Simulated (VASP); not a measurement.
# Ta2N (I4_1/amd) in VASP: single point with PBEsol

Aim: the single point of Ta2N with PBEsol.

Program: VASP 6.6.1. These are calculated values, not measurements. Logs are shortened: lines on timing, memory, paths and dates and some standing lists are left out, and cuts for length are marked.

## (1) The cell of the first run

It takes space group I4_1/amd (No. 141, tetragonal). The conventional cell has a = 4.284 Å, b = 4.284 Å, c = 8.161 Å, α = 90.00°, β = 90.00°, γ = 90.00°. Ta (site symmetry 2mm) has 3 N at 2.11 to 2.14 Å and 12 Ta at 2.87 to 3.05 Å within 3.1 Å. Within 2.8 Å of N (site symmetry -4m2) lie 6 Ta at 2.11 to 2.14 Å.

## (2) Single point, PBEsol

Contents of INCAR:

```
SYSTEM = Ta2N
PREC = Accurate ; ENCUT = 520
EDIFF = 1E-7 ; ISMEAR = -1
SIGMA = 0.0141 ; LREAL = .FALSE.
LASPH = .TRUE. ; NELM = 60
ALGO = Normal ; ISIF = 2
LWAVE = .FALSE. ; LCHARG = .FALSE.
GGA = PS ; NBANDS = 36
```

Contents of KPOINTS:

```
Automatic mesh
0
G
  9 9 9
  0 0 0
```

Contents of POSCAR:

```
Ta2N
1.0
    0.0000000000      4.2843530000      0.0000000000
    4.2843530000      0.0000000000      0.0000000000
    2.1421760000      2.1421760000     -4.0803360000
Ta N
4 2
Direct
    0.2580000000      0.2580000000      0.4840000000
    0.0080000000      0.5080000000      0.9840000000
    0.4920000000      0.9920000000      0.0160000000
    0.7420000000      0.7420000000      0.5160000000
    0.0000000000      0.0000000000      0.0000000000
    0.7500000000      0.2500000000      0.5000000000
```

Potentials or basis: VASP PAW PBE potentials, release 64 (Ta_pv, N).

The run is started by

```console
$ cat potpaw_PBE.64/Ta_pv/POTCAR potpaw_PBE.64/N/POTCAR > POTCAR
$ mpirun -np 1 vasp_std > vasp.out
```

OUTCAR:

```text
SYSTEM = Ta2N
   PREC = Accurate
   ENCUT = 520
   EDIFF = 1E-7
   ISMEAR = -1
   LREAL = .FALSE.
   LASPH = .TRUE.
   NELM = 60
   ISIF = 2
   GGA = PS

 ion  position               nearest neighbor table
   1  0.258  0.258  0.484-   5 2.11   6 2.14   6 2.14   3 2.87   3 2.87   2 2.96   2 2.96   2 2.96
                             2 2.96   4 3.03   4 3.03   4 3.03   4 3.03   3 3.05   3 3.05
   2  0.008  0.508  0.984-   6 2.11   5 2.14   5 2.14   4 2.87   4 2.87   1 2.96   1 2.96   1 2.96
                             1 2.96   3 3.03   3 3.03   3 3.03   3 3.03   4 3.05   4 3.05
   3  0.492  0.992  0.016-   6 2.11   5 2.14   5 2.14   1 2.87   1 2.87   4 2.96   4 2.96   4 2.96
                             4 2.96   2 3.03   2 3.03   2 3.03   2 3.03   1 3.05   1 3.05
   4  0.742  0.742  0.516-   5 2.11   6 2.14   6 2.14   2 2.87   2 2.87   3 2.96   3 2.96   3 2.96
                             3 2.96   1 3.03   1 3.03   1 3.03   1 3.03   2 3.05   2 3.05
   5  0.000  0.000  0.000-   4 2.11   1 2.11   3 2.14   2 2.14   2 2.14   3 2.14
   6  0.750  0.250  0.500-   3 2.11   2 2.11   4 2.14   1 2.14   1 2.14   4 2.14

  LATTYP: Found a body centered tetragonal cell.
 ALAT       =     4.2843530000
 C/A-ratio  =     1.9047618158

  Lattice vectors:

 A1 = (  -2.1421760000,   2.1421770000,   4.0803360000)
 A2 = (   2.1421770000,  -2.1421760000,   4.0803360000)
 A3 = (   2.1421760000,   2.1421760000,  -4.0803360000)

Analysis of symmetry for initial positions (statically):
=====================================================================
 Subroutine PRICEL returns:
 Original cell was already a primitive cell.

 Routine SETGRP: Setting up the symmetry group for a
 body centered tetragonal supercell.

 Subroutine GETGRP returns: Found 16 space group operations
 (whereof  8 operations were pure point group operations)
 out of a pool of 16 trial point group operations.

The static configuration has the point symmetry D_2d.
 The point group associated with its full space group is D_4h.

Analysis of symmetry for dynamics (positions and initial velocities):
=====================================================================
 Subroutine PRICEL returns:
 Original cell was already a primitive cell.

 Routine SETGRP: Setting up the symmetry group for a
 body centered tetragonal supercell.

 Subroutine GETGRP returns: Found 16 space group operations
 (whereof  8 operations were pure point group operations)
 out of a pool of 16 trial point group operations.

The dynamic configuration has the point symmetry D_2d.
 The point group associated with its full space group is D_4h.

 Subroutine INISYM returns: Found 16 space group operations
 (whereof  8 operations are pure point group operations),
 and found     1 'primitive' translations

[... 109 lines left out ...]
   ISYM   =      2    0-nonsym 1-usesym 2-fastsym
   POTIM  = 0.5000    time-step for ionic-motion
   TEBEG  =    0.0;   TEEND  =   0.0 temperature during run
   PSTRESS=    0.0 pullay stress
   NELECT =      54.0000    total number of electrons
   NUPDOWN=      -1.0000    fix difference up-down
   EMIN   =  10.00;   EMAX   =-10.00  energy-range for DOS
   EFERMI =   0.00;   METHOD = LEGACY
   ISMEAR =    -1;   SIGMA  =   0.01  broadening in eV -4-tet -1-fermi 0-gaus
   EFERMI_NEDOS =   21; number of points for ismear=-14 and -15
   IALGO  =     38    algorithm
   IMIX   =      4    mixing-type and parameters
     AMIX     =   0.40;   BMIX     =  1.00
     AMIX_MAG =   1.60;   BMIX_MAG =  1.00
  volume/ion in A,a.u.               =      12.48        84.24
  Fermi-wavevector in a.u.,A,eV,Ry     =   1.467970  2.774062 29.319696  2.154937
  Thomas-Fermi vector in A             =   2.583524
   LORBIT       =      0    0 simple, 1 ext, 2 COOP (PROOUT), +10 PAW based schemes
   GGA     = PS    functional components
   LHFCALC =     F    Hartree Fock is set to
   AEXX    =    0.0000 exact exchange contribution
   IVDW    =     0    specifies the selected vdW correction
   LEPSILON=     F    determine dielectric tensor
   LRPA    =     F    only Hartree local field effects (RPA)
 non-spin polarized calculation
  energy-cutoff  :      520.00
  volume of cell :       74.90
 maximum number of plane-waves:      2041
   NGX = 15   NGY = 15   NGZ = 19

 number of electron      54.0000005 magnetization

 Free energy of the ion-electron system (eV)
  ---------------------------------------------------
  ext. energy  EPLUGINS =         0.00000000
  ---------------------------------------------------
  free energy    TOTEN  =       -72.93971424 eV

  energy without entropy =      -72.93826628  energy(sigma->0) =      -72.93899026

 E-fermi :   7.5254     XC(G=0): -13.4444

 val. band max:        7.5199887786   @ k =  -0.2222  -0.2222   0.1111
 cond. band min:       7.5472213788   @ k =   0.4444   0.4444   0.2222
 fundamental gap:      0.0272326003
 Fermi energy:         7.5253722719

 k-point     1 :       0.0000    0.0000    0.0000
  band No.  band energies     occupation
      1     -27.4582      2.00000
      2     -27.1451      2.00000
      3     -27.1451      2.00000
      4     -27.1297      2.00000
      5     -27.1297      2.00000
      6     -26.8833      2.00000
[... 925 lines left out ...]
     35      12.4210      0.00000
     36      12.6207      0.00000

 [... further k-points ...]

------------------------ aborting loop because EDIFF is reached ----------------------------------------

  FORCE on cell =-STRESS in cart. coord.  units (eV):
  Direction    XX          YY          ZZ          XY          YZ          ZX
  --------------------------------------------------------------------------------------
  -------------------------------------------------------------------------------------
  Total        7.4332460      7.4332460      6.0269895      0.0000000      0.0000007      0.0000007
  in kB      159.0093525    159.0093525    128.9272137      0.0000000      0.0000158      0.0000158
  external PRESSURE =     148.9819729 kB  Pullay stress =       0.0000000 kB

 VOLUME and BASIS-vectors are now :
 -----------------------------------------------------------------------------
  energy-cutoff  :      520.00
  volume of cell :       74.90
      direct lattice vectors                 reciprocal lattice vectors
     0.000000000  4.284353000  0.000000000     0.000000000  0.233407471  0.122538900
     4.284353000  0.000000000  0.000000000     0.233407471  0.000000000  0.122538900
     2.142176000  2.142176000 -4.080336000     0.000000000  0.000000000 -0.245077856

 POSITION                                       TOTAL-FORCE (eV/Angst)
 -----------------------------------------------------------------------------------
      2.14218      2.14218     -1.97488         0.000000      0.000000      0.595379
      4.28435      2.14218     -4.01505         0.000000      0.000000      0.595379
      4.28435      2.14218     -0.06529        -0.000000     -0.000000     -0.595379
      4.28435      4.28435     -2.10545        -0.000000     -0.000000     -0.595379
      0.00000      0.00000      0.00000        -0.000000      0.000000      0.000000
      2.14218      4.28435     -2.04017         0.000000     -0.000000      0.000000
 -----------------------------------------------------------------------------------
    total drift:                                0.000000     -0.000000      0.000000

  FREE ENERGIE OF THE ION-ELECTRON SYSTEM (eV)
  ---------------------------------------------------
  free  energy   TOTEN  =       -72.9397142402 eV

  energy  without entropy=      -72.9382662793  energy(sigma->0) =      -72.93899026
```

OSZICAR:

```text
N       E                     dE             d eps       ncg     rms          rms(c)
DAV:   1     0.526762292506E+03    0.52676E+03   -0.29717E+04  5400   0.160E+03
DAV:   2    -0.460022688450E+02   -0.57276E+03   -0.55688E+03  5932   0.475E+02
DAV:   3    -0.786190730944E+02   -0.32617E+02   -0.31975E+02  6640   0.104E+02
DAV:   4    -0.792942863737E+02   -0.67521E+00   -0.67147E+00  6780   0.147E+01
DAV:   5    -0.793039459742E+02   -0.96596E-02   -0.96443E-02  6804   0.160E+00    0.445E+01
DAV:   6    -0.734533352392E+02    0.58506E+01   -0.27802E+01  6808   0.272E+01    0.211E+01
DAV:   7    -0.730320879689E+02    0.42125E+00   -0.20492E+00  6472   0.780E+00    0.102E+01
DAV:   8    -0.729535753298E+02    0.78513E-01   -0.44281E-01  6384   0.364E+00    0.769E-01
DAV:   9    -0.729410725916E+02    0.12503E-01   -0.89519E-02  6832   0.144E+00    0.434E-01
DAV:  10    -0.729398060765E+02    0.12665E-02   -0.13391E-02  6588   0.672E-01    0.826E-02
DAV:  11    -0.729397136758E+02    0.92401E-04   -0.65460E-04  6516   0.146E-01    0.334E-02
DAV:  12    -0.729397165696E+02   -0.28939E-05   -0.97702E-05  6484   0.521E-02    0.159E-02
DAV:  13    -0.729397151141E+02    0.14555E-05   -0.53304E-06  6480   0.149E-02    0.689E-03
DAV:  14    -0.729397143236E+02    0.79055E-06   -0.10452E-06  6844   0.557E-03    0.182E-03
DAV:  15    -0.729397142402E+02    0.83392E-07   -0.19420E-07  4592   0.233E-03
   1 F= -.72939714E+02 E0= -.72938990E+02  d E =-.144796E-02
```

Wall time 4.9 min (1 thread of Intel Xeon 8259CL, shared host); peak memory 0.3 GiB.

Results:

```yaml
Free_energy: -72.9397 eV
Pressure: 14.9 GPa
Largest_force: 0.595 eV/Å
Band_gap_on_the_k_mesh: zero (bands 27 and 28 overlap by 2.08 eV)
```

Forces on the atoms (eV/Å):
```
Ta   0.000  0.000  0.595
Ta   0.000  0.000  0.595
Ta   0.000  0.000 -0.595
Ta   0.000  0.000 -0.595
N    0.000  0.000  0.000
N    0.000  0.000  0.000
```

Stress tensor (GPa, compression positive):
```
15.90  0.00  0.00
 0.00 15.90  0.00
 0.00  0.00 12.89
```

Caveat: the cell stands under pressure; the PAW data sets were made with another functional, which shifts forces and pressure a little; spin-orbit coupling is left out, which moves the levels of the heavy elements.

The gap in the log of VASP goes by the Fermi energy; the results here count the filled bands.